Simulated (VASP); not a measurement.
A run of VASP 6.6.1:

POSCAR

```
MgF2
1.0
    4.6565581500      0.0000000000      0.0000000000
    0.0000000000      4.6565581500      0.0000000000
    0.0000000000      0.0000000000      3.0695492600
Mg F
2 4
Direct
    0.0000000000      0.0000000000      0.0000000000
    0.5000000000      0.5000000000      0.5000000000
    0.3033710202      0.3033710202      0.0000000000
    0.1966289798      0.8033710202      0.5000000000
    0.6966289798      0.6966289798      0.0000000000
    0.8033710202      0.1966289798      0.5000000000
```

File INCAR.step1:

```
  PREC = Accurate
  ENCUT = 660
  ISMEAR = -1
  SIGMA = 0.02
  LREAL = False
  LASPH = True
  NELM = 120
  NBANDS = 25
  GGA = PE
  ALGO = Normal
  EDIFF = 1E-5
  LWAVE = True
  LCHARG = False
  GGA_COMPAT = False
```

INCAR.step2

```
  PREC = Accurate
  ENCUT = 660
  EDIFF = 1E-6
  ISMEAR = -1
  SIGMA = 0.02
  LREAL = False
  LASPH = True
  NELM = 120
  ALGO = Normal
  ISIF = 2
  LWAVE = False
  LCHARG = False
  METAGGA = R2SCAN
  LMIXTAU = True
  NBANDS = 25
  ISTART = 1
  GGA_COMPAT = False
```

Contents of KPOINTS:

```
Automatic mesh
0
Gamma
  6 6 10
```

Potentials or basis: VASP PAW PBE potentials, release 64 (Mg, F).

The run is started by

```console
$ cat potpaw_PBE.64/Mg/POTCAR potpaw_PBE.64/F/POTCAR > POTCAR
$ cp INCAR.step1 INCAR
$ mpirun -np 1 vasp_std > vasp.out
$ cp INCAR.step2 INCAR
$ mpirun -np 1 vasp_std > vasp.out
```

Hardware: 1 thread of Intel(R) Xeon(R) 6975P-C (Granite Rapids), with other jobs on the host.

Question: How long does it take, and how much memory?

Answer: Wall time 2.9 min on 1 thread of Intel(R) Xeon(R) 6975P-C (Granite Rapids), with other jobs on the host, peak memory 0.29 GiB. Counts: k points 60.
